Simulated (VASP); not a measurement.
AlN: relaxation of cell and atoms with PBEsol

AlN:

```xyz
2
Lattice="0.0000 1.9690 1.9690 1.9690 0.0000 1.9690 1.9690 1.9690 0.0000" Properties=species:S:1:pos:R:3 pbc="T T T"
Al    0.0000    0.0000    0.0000
N     1.9690    1.9690    1.9690
```

```json
{
  "Program": "VASP 6.6.1",
  "Task": "relaxation of cell and atoms",
  "Functional": "PBEsol",
  "Potentials or basis": "VASP PAW PBE potentials, release 64 (Al, N)",
  "Cutoff": "600 eV",
  "k mesh": "8 × 8 × 8",
  "Occupations": "methfessel-paxton, width 0.1 eV",
  "Spin": "no spin polarisation",
  "Dipole correction": "no",
  "Further INCAR settings": "ALGO = Normal; EDIFF = 1e-07; IBRION = 2; EDIFFG = -0.01; NSW = 80; ISIF = 3"
}
```

* Relaxed volume: 8.27 Å³/atom
* Relaxed cell: a = 2.859 Å, b = 2.859 Å, c = 2.859 Å, α = 60.00°, β = 60.00°, γ = 60.00°
* Space group after relaxing (to 0.05 Å): Fm-3m (No. 225)
* Energy gained by relaxing: 45.7 meV/atom
* Ionic steps: 4
* Pressure after relaxing: 0.1 GPa
* Band gap on the k mesh: 4.55 eV, indirect (least direct gap 5.66 eV)

Step by step:
```csv
step,energy change (eV),largest force (eV/Å),pressure (GPa),volume (Å³)
1,0.0000,0.0000,24.65,15.27
2,0.0020,0.0000,-18.90,18.01
3,-0.0914,0.0000,-0.25,16.56
4,-0.0914,0.0000,0.12,16.53
```

Final structure:
```
CELL_PARAMETERS angstrom
0.00000 2.02187 2.02187
2.02187 0.00000 2.02187
2.02187 2.02187 0.00000
ATOMIC_POSITIONS crystal
Al 0.00000 0.00000 0.00000
N 0.50000 0.50000 0.50000
```

Levels at points of the mesh, in eV from the valence-band top:
```
           k point  band 2  band 3  band 4  band 5  band 6  band 7
(0.00, 0.00, 0.00)    0.00    0.00    0.00    5.66   12.02   12.02
(0.50, 0.00, 0.00)   -8.36   -1.09   -1.09    6.04   10.90   10.90
(0.50, 0.50, 0.00)   -7.45   -2.82   -2.82    4.55    5.14   13.96
```

Run time: 29 s on 1 thread of AMD EPYC 7R13 (shared host), peak memory 0.11 GiB.

Caveat: the PAW data sets were made with another functional, which shifts forces and pressure a little. A hybrid or GW would open this gap; PBEsol tends to underestimate it.
